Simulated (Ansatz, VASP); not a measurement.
One calculation of MnS, two programs

The input INCAR:

```
ALGO = Normal
EDIFF = 1E-7
EDIFFG = -0.005
ENCUT = 600
GGA = RE
IBRION = 2
ISIF = 3
ISMEAR = -1
ISPIN = 2
IVDW = 12
LASPH = True
LCHARG = False
LMAXMIX = 4
LORBIT = 11
LREAL = False
LWAVE = False
MAGMOM = 4 0
NELM = 150
NSW = 80
PREC = Accurate
SIGMA = 0.05
```

KPOINTS

```
k-points
0
Gamma
  9 9 9
```

The input POSCAR:

```
MnS
1.0
    0.0000000000      2.6045000000      2.6045000000
    2.6045000000      0.0000000000      2.6045000000
    2.6045000000      2.6045000000      0.0000000000
Mn S
1 1
Direct
    0.0000000000      0.0000000000      0.0000000000
    0.5000000000      0.5000000000      0.5000000000
```

input.yaml

```yaml
crystal:
  lattice:
    - [0.0, 2.6045, 2.6045]
    - [2.6045, 0.0, 2.6045]
    - [2.6045, 2.6045, 0.0]
  atoms:
    - { symbol: Mn, position: [0.0, 0.0, 0.0], spin: 4.0 }
    - { symbol: S, position: [0.5, 0.5, 0.5] }
kpoints:
  mp_grid: { grid: [9, 9, 9] }
scf:
  occupations: { method: fermi_dirac, width: 0.05 }
hamiltonian:
  xc: revpbe
  dispersion: d3bj
  pseudopotentials: { kind: all_electron, lapw: { basis_error: 0.001 } }
magnetization:
  spin_polarized: true
output:
  forces: true
  stress: true
relax:
  f_tol: 0.005
  max_steps: 60
  cell: {}
```

Alike in both runs: task relaxation of cell and atoms; functional revPBE; dispersion D3(BJ); k mesh 9 × 9 × 9; occupations fermi-dirac, width 0.05 eV; collinear spin.

```csv
,VASP,Ansatz
version,VASP 6.6.1,Ansatz 0.2.0
potentials or method,"VASP PAW PBE potentials, release 64 (Mn_pv, S), cutoff 600 eV","all-electron LAPW, scalar-relativistic"
```

Ansatz gave:

| Property | Result |
| --- | --- |
| net moment per atom (μB) | 2.21 |
| size of the moment on the site where the two differ most (μB) | 4.16 |
| relaxed volume (Å³/atom) | 15.82 |
| relaxed cell length with the largest relative difference (Å) | 3.550 |

**Question.** Estimate VASP's values.

**Answer.** net moment per atom (μB): 2.21; size of the moment on the site where the two differ most (μB): 4.04; relaxed volume (Å³/atom): 15.82; relaxed cell length with the largest relative difference (Å): 3.550.

VASP's potentials were made for PBE, not for revPBE. Site moments also hang on the region over which each program counts them. Ansatz ran all-electron here, and VASP with PAW potentials.
